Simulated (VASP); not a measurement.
Write the native input for VASP 6.6.1 that does the following.

```
Task                   : single point
Functional             : r2SCAN
Dispersion             : rVV10
Potentials or basis    : VASP PAW PBE potentials, release 64 (Zr_sv, B)
Cutoff                 : 550 eV
k mesh                 : 15 × 15 × 12
Occupations            : gaussian, width 0.1 eV
Spin                   : no spin polarisation
Dipole correction      : no
Further INCAR settings : ALGO = Normal; EDIFF = 1e-06; NBANDS = 16
```

Crystal: ZrB2.

```xyz
3
Lattice="3.1641 0.0000 0.0000 -1.5821 2.7402 0.0000 0.0000 0.0000 3.5453" Properties=species:S:1:pos:R:3 pbc="T T T"
Zr    0.0000    0.0000    0.0000
B     0.0000    1.8268    1.7726
B     1.5821    0.9134    1.7726
```

The input as run:

POSCAR

```
ZrB2
1.0
    3.1641076890      0.0000000000      0.0000000000
   -1.5820538445      2.7401976390      0.0000000000
    0.0000000000      0.0000000000      3.5452852781
Zr B
1 2
Direct
    0.0000000000      0.0000000000      0.0000000000
    0.3333333333      0.6666666667      0.5000000000
    0.6666666667      0.3333333333      0.5000000000
```

INCAR.step1

```
SYSTEM = ZrB2
PREC     = Accurate       ! precision mode
ENCUT    = 550            ! plane-wave cutoff, eV
ISMEAR   = 0              ! smearing method
SIGMA    = 0.1            ! smearing width, eV
LREAL    = .FALSE.        ! projectors in reciprocal space
LASPH    = .TRUE.         ! aspherical terms in the spheres
NELM     = 120            ! most SCF steps
NBANDS   = 16             ! bands
GGA      = PE             ! functional
ALGO     = Normal         ! electronic algorithm
EDIFF    = 1E-5           ! SCF threshold, eV
LWAVE    = .TRUE.         ! write WAVECAR
LCHARG   = .FALSE.        ! write CHGCAR
GGA_COMPAT= .FALSE.
```

INCAR.step2

```
SYSTEM = ZrB2
PREC     = Accurate       ! precision mode
ENCUT    = 550            ! plane-wave cutoff, eV
EDIFF    = 1E-6           ! SCF threshold, eV
ISMEAR   = 0              ! smearing method
SIGMA    = 0.1            ! smearing width, eV
LREAL    = .FALSE.        ! projectors in reciprocal space
LASPH    = .TRUE.         ! aspherical terms in the spheres
NELM     = 120            ! most SCF steps
ALGO     = Normal         ! electronic algorithm
ISIF     = 2              ! what is computed and relaxed
LWAVE    = .FALSE.        ! write WAVECAR
LCHARG   = .FALSE.        ! write CHGCAR
METAGGA  = R2SCAN         ! meta-GGA
LMIXTAU  = .TRUE.       
LUSE_VDW = .TRUE.       
IVDW_NL  = 2            
BPARAM   = 11.95        
CPARAM   = 0.0093       
NBANDS   = 16             ! bands
ISTART   = 1            
GGA_COMPAT= .FALSE.
```

KPOINTS

```
regular mesh
0
G
  15 15 12
  0 0 0
```

Potentials or basis: VASP PAW PBE potentials, release 64 (Zr_sv, B).

Launch:

```console
$ cat potpaw_PBE.64/Zr_sv/POTCAR potpaw_PBE.64/B/POTCAR > POTCAR
$ cp INCAR.step1 INCAR
$ mpirun -np 1 vasp_std > vasp.out
$ cp INCAR.step2 INCAR
$ mpirun -np 1 vasp_std > vasp.out
```

Results of the run:

* Pressure: 0.2 GPa
* Band gap on the k mesh: zero (bands 9 and 10 overlap by 1.11 eV)

Caveat: the PAW data sets were made with another functional, which shifts forces and pressure a little.

Wall time 5.7 min on 1 thread of Intel Xeon 8259CL, with other jobs on the host, peak memory 0.31 GiB.
